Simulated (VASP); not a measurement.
## TaAl2: single point with PBE

Crystal: TaAl2.

```
Ta Al
1.0
     0.00000    3.13322    3.13322
     3.13322    0.00000    3.13322
     3.13322    3.13322    0.00000
Ta Al
1 2
Cartesian
  0.0000 0.0000 0.0000
  4.6998 4.6998 4.6998
  1.5666 1.5666 1.5666
```

```yaml
Program: VASP 6.6.1
Task: single point
Functional: PBE
Potentials_or_basis: VASP PAW PBE potentials, release 64 (Ta_pv, Al)
Cutoff: 520 eV
k_mesh: 6 × 6 × 6
Occupations: gaussian, width 0.1 eV
Spin: no spin polarisation
```

| Quantity | Value |
| --- | --- |
| Pressure | -0.2 GPa |

Levels at points of the mesh, in eV from the Fermi level:
| k point | band 5 | band 6 | band 7 | band 8 | band 9 | band 10 | band 11 | band 12 |
| --- | --- | --- | --- | --- | --- | --- | --- | --- |
| (0.00, 0.00, 0.00) | -2.42 | -2.42 | -2.42 | 0.03 | 0.03 | 1.58 | 4.57 | 4.57 |
| (0.50, 0.00, 0.00) | -5.22 | -1.95 | -1.95 | -0.57 | 0.62 | 0.62 | 1.45 | 1.45 |
| (0.50, 0.50, 0.00) | -4.64 | -4.34 | -0.96 | -0.96 | -0.48 | 0.18 | 0.18 | 1.15 |

It took 64 s on 1 thread of Intel Xeon 8259CL (shared host), peak memory 0.2 GiB.

Caveat: spin-orbit coupling is left out, which moves the levels of the heavy elements.
